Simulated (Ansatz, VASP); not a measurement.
# SnO: VASP beside Ansatz

```
Sn O
1.0
     3.80200    0.03802    0.03802
     0.03802    3.80200    0.03802
     0.04836    0.04836    4.83600
Sn O
2 2
Cartesian
  0.0305 1.9125 1.1724
  1.9378 0.0558 3.7016
  0.0000 0.0000 0.0000
  1.9200 1.9200 0.0380
```

Change from the starting cell: equal xy, yz and zx shear strains of +2 %, crystal datasets.

Alike in both runs: task electric field gradients; functional LDA; k mesh 6 × 6 × 5; occupations fermi-dirac, width 0.02 eV; no spin polarisation.

```csv
,VASP,Ansatz
version,VASP 6.6.1,Ansatz 0.2.0
potentials or method,"VASP PAW LDA potentials, release 64 (Sn_d, O), cutoff 520 eV","all-electron PAW with datasets made for the crystal, scalar-relativistic"
```

|  | VASP | Ansatz | Ansatz less VASP |
| --- | --- | --- | --- |
| pressure (GPa) | -2.4 | -2.7 | -0.33 |
| traceless stress, the component that is largest in VASP (GPa) | -1.65 | -1.65 | -0.003 |
| rms of the force components (eV/Å) | 0.092 | 0.122 | +0.0295 |
| size of Vzz on the site where it differs most (V/Å²) | 167.2 | 171.7 | +4.50 |

LDA's correlation is that of Perdew and Zunger in VASP and of Perdew and Wang (1992) in Ansatz. Atom by atom the forces differ by 0.044 eV/Å (rms over components). Ansatz ran all-electron here, and VASP with PAW potentials.
